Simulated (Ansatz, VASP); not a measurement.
SiNi2: VASP beside Ansatz

```xyz
6
Lattice="3.9265 0.0000 0.0000 -1.9632 3.4004 0.0000 0.0000 0.0000 4.7695" Properties=species:S:1:pos:R:3 pbc="T T T"
Si    0.0000    2.2670    3.5771
Si    1.9632    1.1335    1.1924
Ni    0.0000    0.0000    0.0000
Ni    0.0000    0.0000    2.3847
Ni    0.0000    2.2670    1.1924
Ni    1.9632    1.1335    3.5771
```

Change from the starting cell: strain +0.015 along x and y, -0.030 along z, atoms carried along.

Alike in both runs: task single point; functional PBEsol; k mesh 12 × 12 × 10; occupations gaussian, width 0.15 eV; no spin polarisation.

|  | VASP | Ansatz |
| --- | --- | --- |
| version | VASP 6.6.1 | Ansatz 0.2.0 |
| potentials or method | VASP PAW PBE potentials, release 64 (Si, Ni), cutoff 520 eV | scalar-relativistic, plane waves, PAW |
| valence electrons in the cell | 48 | 80 |

|  | VASP | Ansatz | Ansatz less VASP |
| --- | --- | --- | --- |
| gap on the k mesh at the Fermi level (eV) | none | none | - |
| pressure (GPa) | -0.1 | -0.3 | -0.25 |
| traceless stress, the component that is largest in VASP (GPa) | 9.22 | 9.38 | +0.157 |

VASP's potentials were made for PBE, not for PBEsol. A gap of «none» marks a metal or a gap that the smearing closes. VASP's potentials hold 48 valence electrons a cell and Ansatz's 80, so a difference there can come from the potentials and not from the codes.
